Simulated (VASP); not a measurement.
Crystal: TaN.

```xyz
2
Lattice="2.9399 0.0000 0.0000 -1.4700 2.5461 0.0000 0.0000 0.0000 2.8902" Properties=species:S:1:pos:R:3 pbc="T T T"
Ta    0.0000    0.0000    1.4451
N     1.4700    0.8487    0.0000
```

- Program: VASP 6.6.1
- Task: relaxation of cell and atoms
- Functional: LDA
- Potentials or basis: VASP PAW LDA potentials, release 64 (Ta_sv_GW, N)
- Cutoff: 700 eV
- k mesh: 9 × 9 × 8
- Occupations: gaussian, width 0.1 eV
- Spin: no spin polarisation

At the start: pressure -11.9 GPa; volume 10.82 Å³/atom.

Where does the relaxation end?

Over 3 steps the energy falls by 13.6 meV/atom and the volume is 10.48 Å³/atom (-3.2 %); space group P-6m2 (No. 187, to 0.1 Å) before and after.

Step by step:
| step | energy change (eV) | largest force (eV/Å) | pressure (GPa) | volume (Å³) |
| --- | --- | --- | --- | --- |
| 1 | 0.0000 | 0.0000 | -11.89 | 21.63 |
| 2 | 0.1715 | 0.0000 | 39.62 | 19.22 |
| 3 | -0.0272 | 0.0000 | -0.45 | 20.95 |

Final structure:
```xyz
2
Lattice="2.9108 0.0000 0.0000 -1.4554 2.5209 0.0000 0.0000 0.0000 2.8554" Properties=species:S:1:pos:R:3 pbc="T T T"
Ta    0.0000    0.0000    1.4277
N     1.4554    0.8403    2.8554
```
